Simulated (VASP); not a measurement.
Wanted: the native input for a VASP 6.6.1 run.

```
Task                   : single point
Functional             : PBE
Potentials or basis    : VASP PAW PBE potentials, release 64 (Zn, S)
Cutoff                 : 520 eV
k mesh                 : 8 × 8 × 1
Occupations            : fermi-dirac, width 0.02 eV
Spin                   : no spin polarisation
Dipole correction      : no
Further INCAR settings : LREAL = Auto; ALGO = Normal; EDIFF = 1e-06; NBANDS = 106
```

The structure of ZnS lies in POSCAR:

```
ZnS
1.0
    3.8240000000      0.0000000000      0.0000000000
   -1.9120000000      3.3116811441      0.0000000000
    0.0000000000      0.0000000000     31.2000000000
Zn S
10 10
Direct
    0.0000000000      0.0000000000      0.0000713087
    0.0000000000      0.0000000000      0.5000713087
    0.0000000000      0.0000000000      0.2999202007
    0.0000000000      0.0000000000      0.7999202007
    0.3333333333      0.6666666667      0.1000130611
    0.6666666667      0.3333333333      0.6000130611
    0.3333333333      0.6666666667      0.4000011524
    0.6666666667      0.3333333333      0.9000011524
    0.3333333333      0.6666666667      0.6999687049
    0.6666666667      0.3333333333      0.1999687049
    0.0000000000      0.0000000000      0.0750546774
    0.0000000000      0.0000000000      0.5750546774
    0.0000000000      0.0000000000      0.3749138827
    0.0000000000      0.0000000000      0.8749138827
    0.3333333333      0.6666666667      0.1750081429
    0.6666666667      0.3333333333      0.6750081429
    0.3333333333      0.6666666667      0.4750852210
    0.6666666667      0.3333333333      0.9750852210
    0.3333333333      0.6666666667      0.7749636481
    0.6666666667      0.3333333333      0.2749636481
```

These files were run (other wordings do the same):

INCAR

```
SYSTEM = ZnS
  ALGO = Normal
  EDIFF = 1E-6
  ENCUT = 520
  GGA = PE
  ISIF = 2
  ISMEAR = -1
  LASPH = .True.
  LCHARG = .False.
  LREAL = Auto
  LWAVE = .False.
  NBANDS = 106
  NELM = 80
  PREC = Accurate
  SIGMA = 0.02
```

KPOINTS

```
k-points
0
Gamma
  8 8 1
  0 0 0
```

Potentials or basis: VASP PAW PBE potentials, release 64 (Zn, S).

Launch:

```bash
$ cat potpaw_PBE.64/Zn/POTCAR potpaw_PBE.64/S/POTCAR > POTCAR
$ mpirun -np 1 vasp_std > vasp.out
```

Results of the run:

```yaml
Pressure: 1.7 GPa
Largest_force: 0.013 eV/Å
Band_gap_on_the_k_mesh: 2.12 eV
```

Wall time 19 min on 1 thread of Intel(R) Xeon(R) 6975P-C (Granite Rapids), with other jobs on the host, peak memory 0.58 GiB.
